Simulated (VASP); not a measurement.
# Pd8CO in VASP: single point with LDA

Aim: the single point of Pd8CO with LDA.

Everything below comes from runs of VASP 6.6.1. Logs are shortened: lines on timing, memory, paths and dates and some standing lists are left out, and cuts for length are marked.

## 1. The cell of the first run

The cell holds a slab with vacuum, 10 atoms: a = 5.429 Å, b = 2.715 Å, c = 26.799 Å, α = 90.00°, β = 90.00°, γ = 120.00°.

## 2. Single point, LDA

INCAR reads:

```
SYSTEM = Pd8CO
ALGO = Normal ; DIPOL = 0.5 0.5 0.481
EDIFF = 1E-6 ; ENCUT = 520
GGA = CA ; IDIPOL = 3
ISIF = 2 ; ISMEAR = 0
LASPH = .TRUE. ; LCHARG = .FALSE.
LDIPOL = .TRUE. ; LREAL = .FALSE.
LWAVE = .FALSE. ; NBANDS = 56
NELM = 100 ; PREC = Accurate
SIGMA = 0.1
```

KPOINTS reads:

```
k-points
0
G
  6 12 1
  0 0 0
```

POSCAR reads:

```
Pd8CO
1.0
    5.4290948871      0.0000000000      0.0000000000
   -1.3572737218      2.3508670459      0.0000000000
    0.0000000000      0.0000000000     26.7992561193
Pd C O
8 1 1
Direct
    0.3333333333      0.3333333333      0.3171729828
    0.8333333333      0.3333333333      0.3171729828
    0.6666666667      0.6666666667      0.3998774689
    0.1666666667      0.6666666667      0.3998774689
   -0.0040811805     -0.0040811805      0.4825531201
    0.4981350972     -0.0018649028      0.4831454055
    0.3253091630      0.3253091630      0.5663096911
    0.8233074881      0.3233074881      0.5692622219
    0.0092243455      0.0092243455      0.6172923220
    0.0196042241      0.0196042241      0.6607228698
```

Potentials or basis: VASP PAW LDA potentials, release 64 (Pd, C, O).

Run with:

```
cat potpaw_LDA.64/Pd/POTCAR potpaw_LDA.64/C/POTCAR potpaw_LDA.64/O/POTCAR > POTCAR
mpirun -np 1 vasp_std > vasp.out
```

OUTCAR:

```text
SYSTEM = Pd8CO
   EDIFF = 1E-6
   ENCUT = 520
   GGA = CA
   ISIF = 2
   ISMEAR = 0
   LASPH = .TRUE.
   LREAL = .FALSE.
   NELM = 100
   PREC = Accurate

 ion  position               nearest neighbor table
   1  0.333  0.333  0.317-   4 2.71   4 2.71   3 2.71   2 2.71   2 2.71   2 2.71   2 2.71
   2  0.833  0.333  0.317-   3 2.71   3 2.71   4 2.71   1 2.71   1 2.71   1 2.71   1 2.71
   3  0.667  0.667  0.400-   5 2.70   2 2.71   2 2.71   1 2.71   4 2.71   4 2.71   4 2.71   4 2.71
                             6 2.73   6 2.73
   4  0.167  0.667  0.400-   1 2.71   1 2.71   2 2.71   3 2.71   3 2.71   3 2.71   3 2.71   5 2.72
                             5 2.72   6 2.72
   5  0.996  0.996  0.483-   3 2.70   6 2.71   6 2.71   4 2.72   4 2.72   6 2.72   6 2.72   7 2.73
                             8 2.81   8 2.81
   6  0.498  0.998  0.483-   5 2.71   5 2.71   4 2.72   5 2.72   5 2.72   3 2.73   3 2.73   7 2.73
                             7 2.73   8 2.77
   7  0.325  0.325  0.566-   9 2.02   8 2.71   8 2.71   8 2.72   8 2.72   5 2.73   6 2.73   6 2.73

   8  0.823  0.323  0.569-   9 2.06   9 2.06   7 2.71   7 2.71   7 2.72   7 2.72   6 2.77   5 2.81
                             5 2.81
   9  0.009  0.009  0.617-  10 1.16   7 2.02   8 2.06   8 2.06
  10  0.020  0.020  0.661-   9 1.16

  Warning from LATTYP: Monoclinic adjustment (A1->A3, A2->A1, A3->A2)!
  LATTYP: Found a simple orthorhombic cell.
 ALAT       =     2.7145474436
 B/A-ratio  =     1.7320508076
 C/A-ratio  =     9.8724581819

  Lattice vectors:

 A1 = (   1.3572737218,  -2.3508670459,   0.0000000000)
 A2 = (   4.0718211653,   2.3508670459,   0.0000000000)
 A3 = (   0.0000000000,   0.0000000000,  26.7992561193)

Analysis of symmetry for initial positions (statically):
=====================================================================
 Subroutine PRICEL returns:
 Original cell was already a primitive cell.

 Routine SETGRP: Setting up the symmetry group for a
 simple orthorhombic supercell.

 Subroutine GETGRP returns: Found  2 space group operations
 (whereof  2 operations were pure point group operations)
 out of a pool of  8 trial point group operations.

The static configuration has the point symmetry C_1h.

Analysis of symmetry for dynamics (positions and initial velocities):
=====================================================================
 Subroutine PRICEL returns:
 Original cell was already a primitive cell.

 Routine SETGRP: Setting up the symmetry group for a
 simple orthorhombic supercell.

 Subroutine GETGRP returns: Found  2 space group operations
 (whereof  2 operations were pure point group operations)
 out of a pool of  8 trial point group operations.

The dynamic configuration has the point symmetry C_1h.

 Subroutine INISYM returns: Found  2 space group operations
 (whereof  2 operations are pure point group operations),
 and found     1 'primitive' translations

----------------------------------------------------------------------------------------

                                     Primitive cell

  volume of cell :     342.0411

  direct lattice vectors                    reciprocal lattice vectors
     5.429094887  0.000000000  0.000000000     0.184192765  0.106343743  0.000000000
    -1.357273722  2.350867046  0.000000000     0.000000000  0.425374970  0.000000000
     0.000000000  0.000000000 26.799256119     0.000000000  0.000000000  0.037314469

  length of vectors
     5.429094887  2.714547444 26.799256119     0.212687485  0.425374970  0.037314469

  position of ions in fractional coordinates (direct lattice)
     0.333333333  0.333333333  0.317172983
     0.833333333  0.333333333  0.317172983
     0.666666667  0.666666667  0.399877469
     0.166666667  0.666666667  0.399877469
     0.995918819  0.995918819  0.482553120
     0.498135097  0.998135097  0.483145405
     0.325309163  0.325309163  0.566309691
     0.823307488  0.323307488  0.569262222
     0.009224346  0.009224346  0.617292322
     0.019604224  0.019604224  0.660722870

  ion indices of the primitive-cell ions
   primitive index   ion index
                 1           1
                 2           2
                 3           3
                 4           4
                 5           5
                 6           6
                 7           7
                 8           8
                 9           9
                10          10

----------------------------------------------------------------------------------------

 KPOINTS: k-points

Automatic generation of k-mesh.
 Grid dimensions read from file:
 generate k-points for:    6   12    1

 Generating k-lattice:

  Cartesian coordinates                     Fractional coordinates (reciprocal lattice)
     0.030698794  0.017723957  0.000000000     0.166666667  0.000000000  0.000000000
     0.000000000  0.035447914  0.000000000     0.000000000  0.083333333  0.000000000
     0.000000000  0.000000000  0.037314469     0.000000000  0.000000000  1.000000000

  Length of vectors
     0.035447914  0.035447914  0.037314469

  Shift w.r.t. Gamma in fractional coordinates (k-lattice)
     0.000000000  0.000000000  0.000000000

 Subroutine IBZKPT returns following result:
 ===========================================

 Found     25 irreducible k-points:

 Following reciprocal coordinates:
            Coordinates               Weight
  0.000000  0.000000  0.000000      1.000000
  0.166667 -0.000000  0.000000      2.000000
  0.333333 -0.000000  0.000000      2.000000
  0.500000  0.000000  0.000000      1.000000
  0.000000  0.083333  0.000000      4.000000
  0.166667  0.083333  0.000000      4.000000
[... 16 lines left out ...]
  0.166667  0.500000  0.000000      2.000000
  0.333333  0.500000  0.000000      2.000000
   k-points           NKPTS =     25   k-points in BZ     NKDIM =     25   number of bands    NBANDS=     56
   number of dos      NEDOS =    301   number of ions     NIONS =     10
   total plane-waves  NPLWV = 160000
   dimension x,y,z NGX =    40 NGY =   20 NGZ =  200
   dimension x,y,z NGXF=    80 NGYF=   40 NGZF=  400
   ions per type =               8   1   1
   NGX,Y,Z   is equivalent  to a cutoff of  12.25, 12.25, 12.41 a.u.
   NGXF,Y,Z  is equivalent  to a cutoff of  24.50, 24.50, 24.81 a.u.
 SYSTEM =  Pd8CO
   PREC   = accura    normal or accurate (medium, high low for compatibility)
   ISTART =      0    job   : 0-new  1-cont  2-samecut
   ICHARG =      2    charge: 1-file 2-atom 10-const
   ISPIN  =      1    spin polarized calculation?
   LNONCOLLINEAR =      F non collinear calculations
   LSORBIT =      F    spin-orbit coupling
   LASPH  =      T    aspherical Exc in radial PAW
   ENCUT  =  520.0 eV  38.22 Ry    6.18 a.u.  10.09  5.05 49.83*2*pi/ulx,y,z
   NELM   =    100;   NELMIN=  2; NELMDL= -5     # of ELM steps
   EDIFF  = 0.1E-05   stopping-criterion for ELM
   LREAL  =      F    real-space projection
   EDIFFG = 0.1E-04   stopping-criterion for IOM
   NSW    =      0    number of steps for IOM
   IBRION =     -1    ionic relax: 0-MD 1-quasi-New 2-CG
   NFREE  =      0    steps in history (QN), initial steepest desc. (CG)
   ISIF   =      2    stress and relaxation
   ISYM   =      2    0-nonsym 1-usesym 2-fastsym
   POTIM  = 0.5000    time-step for ionic-motion
   TEBEG  =    0.0;   TEEND  =   0.0 temperature during run
   PSTRESS=    0.0 pullay stress
   NELECT =      90.0000    total number of electrons
   NUPDOWN=      -1.0000    fix difference up-down
   EMIN   =  10.00;   EMAX   =-10.00  energy-range for DOS
   EFERMI =   0.00;   METHOD = LEGACY
   ISMEAR =     0;   SIGMA  =   0.10  broadening in eV -4-tet -1-fermi 0-gaus
   EFERMI_NEDOS =   21; number of points for ismear=-14 and -15
   IALGO  =     38    algorithm
   IMIX   =      4    mixing-type and parameters
     AMIX     =   0.40;   BMIX     =  1.00
     AMIX_MAG =   1.60;   BMIX_MAG =  1.00
  volume/ion in A,a.u.               =      34.20       230.82
  Fermi-wavevector in a.u.,A,eV,Ry     =   1.049050  1.982417 14.973296  1.100506
  Thomas-Fermi vector in A             =   2.183997
   LORBIT       =      0    0 simple, 1 ext, 2 COOP (PROOUT), +10 PAW based schemes
   GGA     = CA    functional components
   LHFCALC =     F    Hartree Fock is set to
   AEXX    =    0.0000 exact exchange contribution
   IVDW    =     0    specifies the selected vdW correction
   LEPSILON=     F    determine dielectric tensor
   LRPA    =     F    only Hartree local field effects (RPA)
 non-spin polarized calculation
 Gauss-broadening in eV      SIGMA  =   0.10
  energy-cutoff  :      520.00
  volume of cell :      342.04
 maximum number of plane-waves:      9288
   NGX = 21   NGY = 11   NGZ = 99

 dipolmoment           0.000000      0.000000     -0.273017 electrons x Angstroem

 number of electron      89.9999994 magnetization

 dipolmoment           0.000000      0.000000      0.095072 electrons x Angstroem

 Free energy of the ion-electron system (eV)
  ---------------------------------------------------
  ext. energy  EPLUGINS =         0.00000000
  ---------------------------------------------------
  free energy    TOTEN  =       -67.08809766 eV

  energy without entropy =      -67.01346676  energy(sigma->0) =      -67.05078221

 E-fermi :  -0.2970     XC(G=0):  -5.7618

 val. band max:       -0.2986012956   @ k =   0.3333   0.4167   0.0000
 cond. band min:      -0.2845632376   @ k =   0.5000   0.0000   0.0000
 fundamental gap:      0.0140380580
 Fermi energy:        -0.2970493636

 k-point     1 :       0.0000    0.0000    0.0000
  band No.  band energies     occupation
      1     -23.1012      2.00000
      2     -10.8010      2.00000
      3      -7.3782      2.00000
      4      -7.2056      2.00000
      5      -7.0897      2.00000
      6      -6.1066      2.00000
[... 48 lines left out ...]
     55       4.9031      0.00000
     56       5.2837      0.00000

 k-point     2 :       0.1667   -0.0000    0.0000
  band No.  band energies     occupation
      1     -23.1006      2.00000
      2     -10.7440      2.00000
      3      -7.3461      2.00000
      4      -7.1573      2.00000
      5      -6.9386      2.00000
      6      -5.9125      2.00000
[... 48 lines left out ...]
     55       4.9611      0.00000
     56       5.4733      0.00000

 k-point     3 :       0.3333   -0.0000    0.0000
  band No.  band energies     occupation
      1     -23.0993      2.00000
      2     -10.6266      2.00000
      3      -7.3499      2.00000
      4      -7.0807      2.00000
      5      -6.3983      2.00000
      6      -5.4932      2.00000
[... 1172 lines left out ...]
 k-point    23 :       0.1667    0.5000    0.0000
  band No.  band energies     occupation
      1     -22.6825      2.00000
      2      -9.9302      2.00000
      3      -8.2073      2.00000
      4      -6.7629      2.00000
      5      -6.6299      2.00000
      6      -5.6107      2.00000
[... 48 lines left out ...]
     55       6.6153      0.00000
     56       7.3911      0.00000

 k-point    24 :       0.3333    0.5000    0.0000
  band No.  band energies     occupation
      1     -22.6832      2.00000
      2      -9.8577      2.00000
      3      -8.1737      2.00000
      4      -6.7038      2.00000
      5      -6.6109      2.00000
      6      -5.2370      2.00000
[... 48 lines left out ...]
     55       7.2707      0.00000
     56       7.8229      0.00000

 [... further k-points ...]

------------------------ aborting loop because EDIFF is reached ----------------------------------------

 vacuum level on the upper side and lower side of the slab       (xc-potential included)         0.487        -0.839

  FORCE on cell =-STRESS in cart. coord.  units (eV):
  Direction    XX          YY          ZZ          XY          YZ          ZX
  --------------------------------------------------------------------------------------
  -------------------------------------------------------------------------------------
  Total       -2.6602064     -1.9179548      1.3365309     -0.6428087     -0.0058263     -0.0100911
  in kB      -12.4608504     -8.9840202      6.2605336     -3.0110233     -0.0272913     -0.0472683
  external PRESSURE =      -5.0614457 kB  Pullay stress =       0.0000000 kB

 VOLUME and BASIS-vectors are now :
 -----------------------------------------------------------------------------
  energy-cutoff  :      520.00
  volume of cell :      342.04
      direct lattice vectors                 reciprocal lattice vectors
     5.429094887  0.000000000  0.000000000     0.184192765  0.106343743  0.000000000
    -1.357273722  2.350867046  0.000000000     0.000000000  0.425374970  0.000000000
     0.000000000  0.000000000 26.799256119     0.000000000  0.000000000  0.037314469

 POSITION                                       TOTAL-FORCE (eV/Angst)
 -----------------------------------------------------------------------------------
      1.35727      0.78362      8.50000         0.018821      0.010867     -0.032712
      4.07182      0.78362      8.50000        -0.004999     -0.002886     -0.053228
      2.71455      1.56724     10.71642        -0.028217     -0.016291      0.105485
      0.00000      1.56724     10.71642         0.013646      0.007878     -0.043629
      4.05520      2.34127     12.93206        -0.001984     -0.001146     -0.001565
      1.34968      2.34648     12.94794         0.003349      0.001934     -0.001727
      1.32460      0.76476     15.17668         0.036827      0.021262     -0.032497
      4.03100      0.76005     15.25580        -0.017966     -0.010373     -0.038946
      0.03756      0.02169     16.54298        -0.062397     -0.036025     -0.776063
      0.07982      0.04609     17.70688         0.042919      0.024779      0.874882
 -----------------------------------------------------------------------------------
    total drift:                                0.000581      0.000336      0.000796

  FREE ENERGIE OF THE ION-ELECTRON SYSTEM (eV)
  ---------------------------------------------------
  free  energy   TOTEN  =       -67.0880976646 eV

  energy  without entropy=      -67.0134667606  energy(sigma->0) =      -67.05078221

 vacuum level on the upper side and lower side of the slab         6.533         5.185
```

It took 19 min on 1 thread of Intel Xeon Platinum 8375C at 2.90GHz (Ice Lake), shared host; peak memory 0.55 GiB.

What came out:

```yaml
Free_energy: -67.0881 eV
Largest_force: 0.876 eV/Å
Band_gap_on_the_k_mesh: zero (bands 45 and 46 overlap by 1.59 eV)
```

Forces on the atoms (eV/Å):
```
Pd   0.019  0.011 -0.033
Pd  -0.005 -0.003 -0.053
Pd  -0.028 -0.016  0.105
Pd   0.014  0.008 -0.044
Pd  -0.002 -0.001 -0.002
Pd   0.003  0.002 -0.002
Pd   0.037  0.021 -0.032
Pd  -0.018 -0.010 -0.039
C   -0.062 -0.036 -0.776
O    0.043  0.025  0.875
```

Levels at points of the mesh, in eV from the Fermi level:
```
           k point  band 44  band 45  band 46  band 47  band 48  band 49
(0.00, 0.00, 0.00)    -0.11    -0.10     0.08     0.21     0.38     0.83
(0.50, 0.00, 0.00)    -0.92    -0.70    -0.58    -0.07    -0.05     0.01
(0.00, 0.50, 0.00)     0.38     0.39     1.25     2.02     2.27     3.19
(0.50, 0.50, 0.00)     0.19     1.01     1.44     2.56     2.68     3.21
```
